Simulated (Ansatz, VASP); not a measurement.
Hf in VASP and in Ansatz

INCAR

```
PREC     = Accurate       # precision mode
ENCUT    = 520            # plane-wave cutoff, eV
EDIFF    = 1E-6           # SCF threshold, eV
ISMEAR   = -1             # smearing method
SIGMA    = 0.1            # smearing width, eV
LREAL    = F              # projectors in reciprocal space
LASPH    = T              # aspherical terms in the spheres
NELM     = 80             # most SCF steps
ALGO     = Normal         # electronic algorithm
ISIF     = 2              # what is computed and relaxed
LWAVE    = F              # write WAVECAR
LCHARG   = T              # write CHGCAR
GGA      = RE             # functional
LELF     = T              # ELF
LVHAR    = T            
NBANDS   = 11             # bands
```

The input KPOINTS:

```
regular mesh
0
Gamma
  14 14 14
```

The input POSCAR:

```
Hf
1.0
    0.0000000000      2.2886458527      2.2886458527
    2.2886458527      0.0000000000      2.2886458527
    2.2886458527      2.2886458527      0.0000000000
Hf
1
Direct
    0.0000000000      0.0000000000      0.0000000000
```

Input for Ansatz:

```yaml
crystal:
  lattice:
    - [0.0, 2.2886458527, 2.2886458527]
    - [2.2886458527, 0.0, 2.2886458527]
    - [2.2886458527, 2.2886458527, 0.0]
  atoms:
    - { symbol: Hf, position: [0.0, 0.0, 0.0] }
hamiltonian:
  xc: revpbe
  pseudopotentials:
    kind: paw
    azcp:
      Hf: "pseudopotentials/Hf.paw.azcp"
basis:
  ecutwfc: 420
  fft_grid_basis: typed
kpoints:
  mp_grid: { grid: [14, 14, 14], shift: [0, 0, 0] }
magnetization:
  spin_polarized: false
scf:
  occupations: { method: fermi_dirac, width: 0.1 }
  lower_state_search: "off"
output:
  stress: true
  write_density: true
  write_potential: true
  elf: true
  volumetric_format: npy
```

Alike in both runs: task single point; functional revPBE; k mesh 14 × 14 × 14; occupations fermi-dirac, width 0.1 eV; no spin polarisation.

|  | VASP | Ansatz |
| --- | --- | --- |
| version | VASP 6.6.1 | Ansatz 0.2.0 |
| potentials or method | VASP PAW PBE potentials, release 64 (Hf_pv), cutoff 520 eV | plane waves (420 eV) with PAW, scalar-relativistic |
| valence electrons in the cell | 10 | 26 |

|  | VASP | Ansatz | Ansatz less VASP |
| --- | --- | --- | --- |
| pressure (GPa) | -4.0 | -3.6 | +0.45 |

VASP's potentials were made for PBE, not for revPBE. VASP's potentials hold 10 valence electrons a cell and Ansatz's 26, so a difference there can come from the potentials and not from the codes.

Spin-orbit coupling is off throughout.
